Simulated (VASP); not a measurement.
Runs of VASP 6.6.1 on AlHCl4. The structure is that of space group P4/mmm (No. 123), or close to it. The cells are those of the table. 

```tsv
task	cell	k mesh	cutoff (eV)	gap on the mesh (eV)	pressure (GPa)	relaxed volume (Å³/atom)	largest force (eV/Å)
single point	a = 4.757, b = 4.757, c = 7.816 Å, 6 atoms	8 × 8 × 6	520	none	-0.1	-	0.03
relaxation of cell and atoms	relaxed from a = 4.147, b = 4.147, c = 7.288 Å, 6 atoms	4 × 4 × 4	600	none	0.1	29.14	0.01
single point	a = 4.740, b = 4.740, c = 7.760 Å, 6 atoms	4 × 4 × 4	520	none	0.1	-	0.03
relaxation of cell and atoms	relaxed from a = 4.740, b = 4.740, c = 7.760 Å, 6 atoms	8 × 8 × 6	600	none	0.0	(a)	0.01
```

Alike in all rows: level PBE; potentials or basis VASP PAW PBE potentials, release 64 (Al, H, Cl); no spin polarisation; smearing gaussian 0.1 eV.

Task: Fill in the values left out.

Result: (a) 29.45.

Caveats: some runs use coarse meshes; the volume moved by over 15 % at a fixed basis, so the end points are rough (some runs).

A gap of «none» marks levels without a gap at the run's occupations.
